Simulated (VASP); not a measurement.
A run of VASP 6.6.1:

Contents of INCAR:

```
SYSTEM = Al3Ni3F
PREC = Accurate
ENCUT = 520
EDIFF = 1E-7
ISMEAR = 0
SIGMA = 0.1
LREAL = .False.
LASPH = .True.
NELM = 80
ALGO = Normal
ISIF = 2
LWAVE = .False.
LCHARG = .False.
LDIPOL = .True.
IDIPOL = 3
DIPOL = 0.5 0.5 0.488
GGA = PS
NBANDS = 32
```

KPOINTS

```
Automatic mesh
0
Gamma
  10 10 1
  0 0 0
```

POSCAR

```
Al3Ni3F
1.0
    2.8621655562      0.0000000000      0.0000000000
    0.0000000000      2.8621655562      0.0000000000
    0.0000000000      0.0000000000     26.1554138905
Ni Al F
3 3 1
Direct
    0.5000000000      0.5000000000      0.3249805198
    0.5000000000      0.5000000000      0.4344097021
    0.5000000000      0.5000000000      0.5422898628
    0.0000000000      0.0000000000      0.3796951109
    0.0000000000      0.0000000000      0.4881034377
    0.0000000000      0.0000000000      0.5992798761
    0.5000000000      0.5000000000      0.6467383533
```

Potentials or basis: VASP PAW PBE potentials, release 64 (Ni, Al, F).

Run with:

```sh
$ cat potpaw_PBE.64/Ni/POTCAR potpaw_PBE.64/Al/POTCAR potpaw_PBE.64/F/POTCAR > POTCAR
$ mpirun -np 1 vasp_std > vasp.out
```

Hardware: 1 thread of Intel Xeon 8259CL, with other jobs on the host.

Question: How long does it take, and how much memory?

Answer: Wall time 9.8 min on 1 thread of Intel Xeon 8259CL, with other jobs on the host, peak memory 0.4 GiB. Counts: scf iterations 36, k points 21.
